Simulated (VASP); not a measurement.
# AlCu (Pm-3m) in VASP: further runs

AlCu is run at these levels: PBEsol; tasks: single point, relaxation of cell and atoms.

All numbers are computed with VASP 6.6.1; they aren't measurements. Logs are shortened: lines on timing, memory, paths and dates and some standing lists are left out, and cuts for length are marked.

**1. The cell of the first run**

Symmetry: Pm-3m, No. 221, cubic system. Conventional cell: a = 2.960 Å, b = 2.960 Å, c = 2.960 Å, α = 90.00°, β = 90.00°, γ = 90.00°. Al (site symmetry m-3m) has 8 Cu at 2.56 Å and 6 Al at 2.96 Å within 3.4 Å. Within 3.4 Å of Cu (site symmetry m-3m) lie 8 Al at 2.56 Å and 6 Cu at 2.96 Å.

**2. Single point, PBEsol**

INCAR reads:

```
ALGO = Normal
EDIFF = 1E-6
ENCUT = 600
GGA = PS
GGA_COMPAT = False
ISIF = 2
ISMEAR = 1
LASPH = True
LCHARG = True
LELF = True
LREAL = False
LVHAR = True
LWAVE = False
NBANDS = 14
NELM = 120
PREC = Accurate
SIGMA = 0.05
```

KPOINTS reads:

```
k-points
0
Gamma
  7 7 7
```

POSCAR reads:

```
AlCu
1.0
    2.9604955890      0.0000000000      0.0000000000
    0.0000000000      2.9604955890      0.0000000000
    0.0000000000      0.0000000000      2.9604955890
Al Cu
1 1
Direct
    0.0000000000      0.0000000000      0.0000000000
    0.5000000000      0.5000000000      0.5000000000
```

Potentials or basis: VASP PAW PBE potentials, release 64 (Al, Cu).

Launch:

```bash
$ cat potpaw_PBE.64/Al/POTCAR potpaw_PBE.64/Cu/POTCAR > POTCAR
$ mpirun -np 1 vasp_std > vasp.out
```

OUTCAR:

```text
EDIFF = 1E-6
   ENCUT = 600
   GGA = PS
   ISIF = 2
   ISMEAR = 1
   LASPH = True
   LREAL = False
   NELM = 120
   PREC = Accurate

 ion  position               nearest neighbor table
   1  0.000  0.000  0.000-   2 2.56   2 2.56   2 2.56   2 2.56   2 2.56   2 2.56   2 2.56   2 2.56

   2  0.500  0.500  0.500-   1 2.56   1 2.56   1 2.56   1 2.56   1 2.56   1 2.56   1 2.56   1 2.56

  LATTYP: Found a simple cubic cell.
 ALAT       =     2.9604955890

  Lattice vectors:

 A1 = (   2.9604955890,   0.0000000000,   0.0000000000)
 A2 = (   0.0000000000,   2.9604955890,   0.0000000000)
 A3 = (   0.0000000000,   0.0000000000,   2.9604955890)

Analysis of symmetry for initial positions (statically):
=====================================================================
 Subroutine PRICEL returns:
 Original cell was already a primitive cell.

 Routine SETGRP: Setting up the symmetry group for a
 simple cubic supercell.

 Subroutine GETGRP returns: Found 48 space group operations
 (whereof 48 operations were pure point group operations)
 out of a pool of 48 trial point group operations.

The static configuration has the point symmetry O_h .

Analysis of symmetry for dynamics (positions and initial velocities):
=====================================================================
 Subroutine PRICEL returns:
 Original cell was already a primitive cell.

 Routine SETGRP: Setting up the symmetry group for a
 simple cubic supercell.

 Subroutine GETGRP returns: Found 48 space group operations
 (whereof 48 operations were pure point group operations)
 out of a pool of 48 trial point group operations.

The dynamic configuration has the point symmetry O_h .

 Subroutine INISYM returns: Found 48 space group operations
 (whereof 48 operations are pure point group operations),
 and found     1 'primitive' translations

----------------------------------------------------------------------------------------

                                     Primitive cell

  volume of cell :      25.9474

  direct lattice vectors                    reciprocal lattice vectors
     2.960495589  0.000000000  0.000000000     0.337781284  0.000000000  0.000000000
     0.000000000  2.960495589  0.000000000     0.000000000  0.337781284  0.000000000
     0.000000000  0.000000000  2.960495589     0.000000000  0.000000000  0.337781284

  length of vectors
     2.960495589  2.960495589  2.960495589     0.337781284  0.337781284  0.337781284

  position of ions in fractional coordinates (direct lattice)
     0.000000000  0.000000000  0.000000000
     0.500000000  0.500000000  0.500000000

  ion indices of the primitive-cell ions
   primitive index   ion index
                 1           1
                 2           2

----------------------------------------------------------------------------------------

 KPOINTS: k-points

Automatic generation of k-mesh.
 Grid dimensions read from file:
 generate k-points for:    7    7    7

 Generating k-lattice:

  Cartesian coordinates                     Fractional coordinates (reciprocal lattice)
     0.048254469  0.000000000  0.000000000     0.142857143  0.000000000  0.000000000
     0.000000000  0.048254469  0.000000000     0.000000000  0.142857143  0.000000000
     0.000000000  0.000000000  0.048254469     0.000000000  0.000000000  0.142857143

  Length of vectors
     0.048254469  0.048254469  0.048254469

  Shift w.r.t. Gamma in fractional coordinates (k-lattice)
     0.000000000  0.000000000  0.000000000

 Subroutine IBZKPT returns following result:
 ===========================================

 Found     20 irreducible k-points:

 Following reciprocal coordinates:
            Coordinates               Weight
  0.000000  0.000000  0.000000      1.000000
  0.142857  0.000000  0.000000      6.000000
  0.285714  0.000000  0.000000      6.000000
  0.428571  0.000000  0.000000      6.000000
  0.142857  0.142857  0.000000     12.000000
  0.285714  0.142857  0.000000     24.000000
[... 12 lines left out ...]
  0.428571  0.428571  0.285714     24.000000
  0.428571  0.428571  0.428571      8.000000
   k-points           NKPTS =     20   k-points in BZ     NKDIM =     20   number of bands    NBANDS=     14
   number of dos      NEDOS =    301   number of ions     NIONS =      2
   total plane-waves  NPLWV =  13824
   dimension x,y,z NGX =    24 NGY =   24 NGZ =   24
   dimension x,y,z NGXF=    48 NGYF=   48 NGZF=   48
   ions per type =               1   1
   NGX,Y,Z   is equivalent  to a cutoff of  13.48, 13.48, 13.48 a.u.
   NGXF,Y,Z  is equivalent  to a cutoff of  26.95, 26.95, 26.95 a.u.
 SYSTEM =  unknown system
   PREC   = accura    normal or accurate (medium, high low for compatibility)
   ISTART =      0    job   : 0-new  1-cont  2-samecut
   ICHARG =      2    charge: 1-file 2-atom 10-const
   ISPIN  =      1    spin polarized calculation?
   LNONCOLLINEAR =      F non collinear calculations
   LSORBIT =      F    spin-orbit coupling
   LASPH  =      T    aspherical Exc in radial PAW
   ENCUT  =  600.0 eV  44.10 Ry    6.64 a.u.   5.91  5.91  5.91*2*pi/ulx,y,z
   NELM   =    120;   NELMIN=  2; NELMDL= -5     # of ELM steps
   EDIFF  = 0.1E-05   stopping-criterion for ELM
   LREAL  =      F    real-space projection
   EDIFFG = 0.1E-04   stopping-criterion for IOM
   NSW    =      0    number of steps for IOM
   IBRION =     -1    ionic relax: 0-MD 1-quasi-New 2-CG
   NFREE  =      0    steps in history (QN), initial steepest desc. (CG)
   ISIF   =      2    stress and relaxation
   ISYM   =      2    0-nonsym 1-usesym 2-fastsym
   POTIM  = 0.5000    time-step for ionic-motion
   TEBEG  =    0.0;   TEEND  =   0.0 temperature during run
   PSTRESS=    0.0 pullay stress
   NELECT =      14.0000    total number of electrons
   NUPDOWN=      -1.0000    fix difference up-down
   EMIN   =  10.00;   EMAX   =-10.00  energy-range for DOS
   EFERMI =   0.00;   METHOD = LEGACY
   ISMEAR =     1;   SIGMA  =   0.05  broadening in eV -4-tet -1-fermi 0-gaus
   EFERMI_NEDOS =   21; number of points for ismear=-14 and -15
   IALGO  =     38    algorithm
   IMIX   =      4    mixing-type and parameters
     AMIX     =   0.40;   BMIX     =  1.00
     AMIX_MAG =   1.60;   BMIX_MAG =  1.00
  volume/ion in A,a.u.               =      12.97        87.55
  Fermi-wavevector in a.u.,A,eV,Ry     =   1.332764  2.518558 24.167465  1.776259
  Thomas-Fermi vector in A             =   2.461673
   LORBIT       =      0    0 simple, 1 ext, 2 COOP (PROOUT), +10 PAW based schemes
   GGA     = PS    functional components
   LHFCALC =     F    Hartree Fock is set to
   AEXX    =    0.0000 exact exchange contribution
   IVDW    =     0    specifies the selected vdW correction
   LEPSILON=     F    determine dielectric tensor
   LRPA    =     F    only Hartree local field effects (RPA)
 non-spin polarized calculation
 Methfessel and Paxton  Order N= 1 SIGMA  =   0.05
  energy-cutoff  :      600.00
  volume of cell :       25.95
 maximum number of plane-waves:       882
 NGX is ok and might be reduce to    24
   NGX = 11   NGY = 11   NGZ = 11

 number of electron      14.0000017 magnetization

 Free energy of the ion-electron system (eV)
  ---------------------------------------------------
  ext. energy  EPLUGINS =         0.00000000
  ---------------------------------------------------
  free energy    TOTEN  =        -8.73777958 eV

  energy without entropy =       -8.73710078  energy(sigma->0) =       -8.73755331

 E-fermi :   9.6068     XC(G=0): -11.7836

 val. band max:        9.1428964937   @ k =   0.4286   0.4286   0.1429
 cond. band min:       9.6233144578   @ k =   0.4286   0.4286   0.2857
 fundamental gap:      0.4804179641
 Fermi energy:         9.6068359922

 k-point     1 :       0.0000    0.0000    0.0000
  band No.  band energies     occupation
      1      -2.3506      2.00000
      2       4.3654      2.00000
      3       4.3654      2.00000
      4       5.4453      2.00000
      5       5.4453      2.00000
      6       5.4453      2.00000
      7      13.3530      0.00000
      8      13.3530      0.00000
      9      13.3530      0.00000
     10      15.8045      0.00000
     11      15.8045      0.00000
     12      19.9716      0.00000
     13      28.1533      0.00000
     14      28.1533      0.00000

 k-point     2 :       0.1429    0.0000    0.0000
  band No.  band energies     occupation
      1      -1.9975      2.00000
      2       4.3701      2.00000
      3       4.4176      2.00000
      4       5.3507      2.00000
      5       5.3507      2.00000
      6       5.4558      2.00000
      7      10.6429      0.00000
      8      13.7755      0.00000
      9      13.7755      0.00000
     10      15.9206      0.00000
     11      17.7926      0.00000
     12      21.5456      0.00000
     13      25.3469      0.00000
     14      25.3469      0.00000

 k-point     3 :       0.2857    0.0000    0.0000
  band No.  band energies     occupation
      1      -0.9566      2.00000
      2       4.1170      2.00000
      3       4.5375      2.00000
      4       5.1531      2.00000
      5       5.1531      2.00000
      6       5.4796      2.00000
      7       7.6697      2.00000
      8      14.9621      0.00000
      9      14.9621      0.00000
     10      16.2408      0.00000
     11      19.2172      0.00000
     12      22.0296      0.00000
     13      22.0296      0.00000
     14      24.5147      0.00000
[... 256 lines left out ...]
 k-point    19 :       0.4286    0.4286    0.2857
  band No.  band energies     occupation
      1       3.2862      2.00000
      2       4.0693      2.00000
      3       4.1214      2.00000
      4       5.2280      2.00000
      5       5.7178      2.00000
      6       6.6603      2.00000
      7       8.0893      2.00000
      8       9.6233      0.47436
      9      11.1998      0.00000
     10      13.3987      0.00000
     11      15.2832      0.00000
     12      15.8126      0.00000
     13      18.5254      0.00000
     14      29.5119      0.00000

 k-point    20 :       0.4286    0.4286    0.4286
  band No.  band energies     occupation
      1       3.6470      2.00000
      2       3.8954      2.00000
      3       3.8954      2.00000
      4       5.7486      2.00000
      5       5.7486      2.00000
      6       8.0068      2.00000
      7       9.7910     -0.00000
      8       9.7910     -0.00000
      9      11.2078      0.00000
     10      12.5205      0.00000
     11      12.5205      0.00000
     12      13.5684      0.00000
     13      15.7306      0.00000
     14      33.2616      0.00000

------------------------ aborting loop because EDIFF is reached ----------------------------------------

  FORCE on cell =-STRESS in cart. coord.  units (eV):
  Direction    XX          YY          ZZ          XY          YZ          ZX
  --------------------------------------------------------------------------------------
  -------------------------------------------------------------------------------------
  Total        0.1351837      0.1351837      0.1351837      0.0000000      0.0000000      0.0000000
  in kB        8.3472177      8.3472177      8.3472177      0.0000000      0.0000000      0.0000000
  external PRESSURE =       8.3472177 kB  Pullay stress =       0.0000000 kB

 VOLUME and BASIS-vectors are now :
 -----------------------------------------------------------------------------
  energy-cutoff  :      600.00
  volume of cell :       25.95
      direct lattice vectors                 reciprocal lattice vectors
     2.960495589  0.000000000  0.000000000     0.337781284  0.000000000  0.000000000
     0.000000000  2.960495589  0.000000000     0.000000000  0.337781284  0.000000000
     0.000000000  0.000000000  2.960495589     0.000000000  0.000000000  0.337781284

 POSITION                                       TOTAL-FORCE (eV/Angst)
 -----------------------------------------------------------------------------------
      0.00000      0.00000      0.00000         0.000000      0.000000      0.000000
      1.48025      1.48025      1.48025         0.000000      0.000000      0.000000
 -----------------------------------------------------------------------------------
    total drift:                                0.000000      0.000000     -0.000000

  FREE ENERGIE OF THE ION-ELECTRON SYSTEM (eV)
  ---------------------------------------------------
  free  energy   TOTEN  =        -8.7377795834 eV

  energy  without entropy=       -8.7371007754  energy(sigma->0) =       -8.73755331
```

It took 4.4 s on 1 thread of Intel Xeon Platinum 8559C (Emerald Rapids), shared host; peak memory 0.13 GiB.

What came out:

```
Free energy            : -8.7378 eV
Pressure               : 0.8 GPa
Band gap on the k mesh : zero (band 7 reaches 13.35 eV, above the bottom of band 8 at 8.99 eV)
```

Caveat: the PAW data sets were made with another functional, which shifts forces and pressure a little.

**3. Relaxation of cell and atoms, PBEsol**

This run uses another cell than the first one, of 13.47 Å³/atom, 1.038 times its volume.

INCAR reads:

```
SYSTEM = AlCu
  PREC = Accurate
  ENCUT = 600
  EDIFF = 1E-7
  ISMEAR = 1
  SIGMA = 0.05
  LREAL = .FALSE.
  LASPH = .TRUE.
  NELM = 120
  ALGO = Normal
  ISIF = 3
  LWAVE = .FALSE.
  LCHARG = .FALSE.
  GGA = PS
  IBRION = 2
  NSW = 50
  EDIFFG = -0.03
  GGA_COMPAT = .FALSE.
  NELMIN = 4
```

KPOINTS reads:

```
Automatic mesh
0
G
  7 7 7
  0 0 0
```

POSCAR reads:

```
AlCu
1.0
    2.9975090000      0.0000000000      0.0000000000
    0.0000000000      2.9975090000      0.0000000000
    0.0000000000      0.0000000000      2.9975090000
Al Cu
1 1
Direct
    0.0000000000      0.0000000000      0.0000000000
    0.5000000000      0.5000000000      0.5000000000
```

Potentials or basis: VASP PAW PBE potentials, release 64 (Al, Cu).

Launch:

```bash
$ cat potpaw_PBE.64/Al/POTCAR potpaw_PBE.64/Cu/POTCAR > POTCAR
$ mpirun -np 1 vasp_std > vasp.out
```

Wall time 8.7 s (1 thread of Intel Xeon Platinum 8559C (Emerald Rapids), shared host); peak memory 0.14 GiB.

The run converged. Its results:

```
Free energy                            : -8.7380 eV
Relaxed volume                         : 13.02 Å³/atom
Relaxed cell                           : a = 2.964 Å, b = 2.964 Å, c = 2.964 Å, α = 90.00°, β = 90.00°, γ = 90.00°
Space group after relaxing (to 0.05 Å) : Pm-3m (No. 221)
Energy gained by relaxing              : 5.6 meV/atom
Ionic steps                            : 3
Pressure after relaxing                : 0.0 GPa
Band gap on the k mesh                 : zero (band 7 reaches 13.30 eV, above the bottom of band 8 at 8.94 eV)
```

The path:
```tsv
step	energy change (eV)	largest force (eV/Å)	pressure (GPa)	volume (Å³)
1	0.0000	0.0000	-3.89	26.93
2	-0.0094	0.0000	1.71	25.68
3	-0.0112	0.0000	-0.01	26.03
```

Final structure:
```xyz
2
Lattice="2.9637 0.0000 0.0000 0.0000 2.9637 0.0000 0.0000 0.0000 2.9637" Properties=species:S:1:pos:R:3 pbc="T T T"
Al    0.0000    0.0000    0.0000
Cu    1.4818    1.4818    1.4818
```

Levels at points of the mesh, in eV from the Fermi level:
```csv
k point,band 4,band 5,band 6,band 7,band 8,band 9,band 10,band 11
"(0.00, 0.00, 0.00)",-4.15,-4.15,-4.15,3.74,3.74,3.74,6.19,6.19
```

Caveat: the PAW data sets were made with another functional, which shifts forces and pressure a little.
